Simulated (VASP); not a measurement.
Input of a VASP 6.6.1 run:

INCAR

```
PREC     = Accurate       # precision mode
ENCUT    = 500            # plane-wave cutoff, eV
EDIFF    = 1E-6           # SCF threshold, eV
ISMEAR   = 0              # smearing method
SIGMA    = 0.1            # smearing width, eV
LREAL    = F              # projectors in reciprocal space
LASPH    = T              # aspherical terms in the spheres
NELM     = 200            # most SCF steps
ALGO     = Normal         # electronic algorithm
ISIF     = 2              # what is computed and relaxed
LWAVE    = F              # write WAVECAR
LCHARG   = F              # write CHGCAR
ISPIN    = 2              # spin polarisation
MAGMOM   = 2              # initial moments
LORBIT   = 11             # projections on sites
LMAXMIX  = 4              # l up to which the mixer works
GGA      = PS             # functional
NBANDS   = 16             # bands
GGA_COMPAT= F
```

Contents of KPOINTS:

```
regular mesh
0
Gamma
  8 8 8
```

POSCAR

```
V
1.0
   -1.5130000000      1.5130000000      1.5130000000
    1.5130000000     -1.5130000000      1.5130000000
    1.5130000000      1.5130000000     -1.5130000000
V
1
Direct
    0.0000000000      0.0000000000      0.0000000000
```

Potentials or basis: VASP PAW PBE potentials, release 64 (V_sv).

The run is started by

```console
$ cat potpaw_PBE.64/V_sv/POTCAR > POTCAR
$ mpirun -np 1 vasp_std > vasp.out
```

(1) Predict the pressure.

(2) Estimate the net moment.

Answers

(1) -12.7 GPa.

(2) 0.00 μB per cell.

Caveat: the k points lie up to 0.37 Å⁻¹ apart; the PAW data sets were made with another functional, which shifts forces and pressure a little.
